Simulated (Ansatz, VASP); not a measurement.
## One calculation of Be, two programs

```
CELL_PARAMETERS angstrom
3.91295 -2.76558 0.00000
3.91295 2.76558 0.00000
-1.61451 0.00000 3.26671
ATOMIC_POSITIONS crystal
Be 0.82600 0.82600 0.17400
Be 0.17400 0.17400 0.82600
Be 0.24800 0.24800 0.18600
Be 0.75200 0.75200 0.81400
Be 0.76910 0.30290 0.18100
Be 0.69710 0.23090 0.81900
Be 0.23090 0.69710 0.81900
Be 0.30290 0.76910 0.18100
```

Alike in both runs: task relaxation of cell and atoms; functional PBE; k mesh 4 × 4 × 6; occupations gaussian, width 0.1 eV; no spin polarisation.

|  | VASP | Ansatz |
| --- | --- | --- |
| version | VASP 6.6.1 | Ansatz 0.2.0 |
| potentials or method | VASP PAW PBE potentials, release 64 (Be), cutoff 600 eV | scalar-relativistic, plane waves, PAW |
| valence electrons in the cell | 16 | 16 |

|  | VASP | Ansatz | Ansatz less VASP |
| --- | --- | --- | --- |
| gap on the k mesh at the Fermi level, each at its own relaxed structure (eV) | none | none | - |
| relaxed volume (Å³/atom) | 7.91 | 7.90 | -0.018 |
| relaxed cell length with the largest relative difference (Å) | 4.514 | 4.509 | -0.0046 |

A gap of «none» marks a metal or a gap that the smearing closes.

The k mesh is coarse, so the values compare programs but aren't converged.
